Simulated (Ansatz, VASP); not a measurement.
## One calculation of La, two programs

```
CELL_PARAMETERS angstrom
6.24674 0.00000 0.00000
-3.12337 5.40983 0.00000
0.00000 0.00000 3.83878
ATOMIC_POSITIONS crystal
La 0.00000 0.00000 0.00000
La 0.33333 0.66667 0.50000
La 0.66667 0.33333 0.50000
```

Alike in both runs: task single point; functional BLYP; k mesh 7 × 7 × 10; occupations fermi-dirac, width 0.1 eV; no spin polarisation.

|  | VASP | Ansatz |
| --- | --- | --- |
| version | VASP 6.6.1 | Ansatz 0.2.0 |
| potentials or method | VASP PAW PBE potentials, release 64 (La), cutoff 520 eV | plane waves (420 eV) with PAW, scalar-relativistic |
| valence electrons in the cell | 33 | 33 |

```tsv
	VASP	Ansatz	Ansatz less VASP
pressure (GPa)	-1.8	-1.8	+0.03
traceless stress, the component that is largest in VASP (GPa)	0.14	0.14	-0.003
```

VASP's potentials were made for PBE, not for BLYP.

Spin-orbit coupling is off throughout.
